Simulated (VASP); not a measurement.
Write the native input for VASP 6.6.1 that does the following.

| Quantity | Value |
| --- | --- |
| Task | single point |
| Functional | PBEsol |
| Potentials or basis | VASP PAW PBE potentials, release 64 (Ta_pv) |
| Cutoff | 520 eV |
| k mesh | 14 × 14 × 4 |
| Occupations | fermi-dirac, width 0.1 eV |
| Spin | no spin polarisation |
| Dipole correction | no |
| Further INCAR settings | ALGO = Normal; EDIFF = 1e-06; NBANDS = 30 |

The structure of Ta lies in POSCAR:

```
Ta
1.0
    2.8976334692      0.0000000000      0.0000000000
   -1.4488167346      2.5094241952      0.0000000000
    0.0000000000      0.0000000000      9.9975057034
Ta
4
Direct
    0.0000000000      1.0000000000      1.0000000000
    1.0000000000      1.0000000000      0.5000000000
    0.3333333333      0.6666666667      0.2500000000
    0.6666666667      0.3333333333      0.7500000000
```

This isn't the form of Ta at room conditions, which is bcc.

One way to write it, as run:

INCAR

```
SYSTEM = Ta
ALGO     = Normal         ! electronic algorithm
EDIFF    = 1E-6           ! SCF threshold, eV
ENCUT    = 520            ! plane-wave cutoff, eV
GGA      = PS             ! functional
ISIF     = 2              ! what is computed and relaxed
ISMEAR   = -1             ! smearing method
LASPH    = .True.         ! aspherical terms in the spheres
LCHARG   = .False.        ! write CHGCAR
LREAL    = .False.        ! projectors in reciprocal space
LWAVE    = .False.        ! write WAVECAR
NBANDS   = 30             ! bands
NELM     = 60             ! most SCF steps
PREC     = Accurate       ! precision mode
SIGMA    = 0.1            ! smearing width, eV
```

KPOINTS

```
k-points
0
Gamma
  14 14 4
  0 0 0
```

Potentials or basis: VASP PAW PBE potentials, release 64 (Ta_pv).

The run is started by

```sh
$ cat potpaw_PBE.64/Ta_pv/POTCAR > POTCAR
$ mpirun -np 1 vasp_std > vasp.out
```

Results of the run:

| Property | Result |
| --- | --- |
| Pressure | 0.1 GPa |
| Band gap on the k mesh | zero (bands 22 and 23 overlap by 1.04 eV) |

Caveat: the PAW data sets were made with another functional, which shifts forces and pressure a little; spin-orbit coupling is left out, which moves the levels of the heavy elements.

It took 53 s on 1 thread of Intel(R) Xeon(R) 6975P-C (Granite Rapids), on a shared host, peak memory 0.26 GiB.
